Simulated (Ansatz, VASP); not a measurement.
CuO: VASP beside Ansatz

```
CELL_PARAMETERS angstrom
1.99097 -2.15355 0.00000
1.99097 2.15355 0.00000
0.00000 0.00000 5.15593
ATOMIC_POSITIONS crystal
Cu 0.50000 0.00000 0.00000
Cu 0.00000 0.50000 0.50000
O 0.50000 0.50000 0.25000
O 0.50000 0.50000 0.75000
```

Alike in both runs: functional PBEsol; k mesh 9 × 9 × 5; occupations fermi-dirac, width 0.05 eV; no spin polarisation; Hubbard terms Cu d U = 8.0 eV.

```csv
,VASP,Ansatz
version,VASP 6.6.1,Ansatz 0.2.0
potentials or method,"VASP PAW PBE potentials, release 64 (Cu, O), cutoff 520 eV","all-electron LAPW, scalar-relativistic"
task,single point,density of states
```

```tsv
	VASP	Ansatz	Ansatz less VASP
gap on the k mesh at the Fermi level (eV)	none	none	-
pressure (GPa)	-10.1	-1.2	+8.88
traceless stress, the component that is largest in VASP (GPa)	-2.19	-0.49	+1.708
```

VASP's potentials were made for PBE, not for PBEsol. The programs project onto different local orbitals, so the same U acts differently, and such runs can settle in different states. A gap of «none» marks a metal or a gap that the smearing closes. Ansatz ran all-electron here, and VASP with PAW potentials.

Noted on Ansatz's run: U is the effective U less J, on atomic orbitals that reach past the spheres.
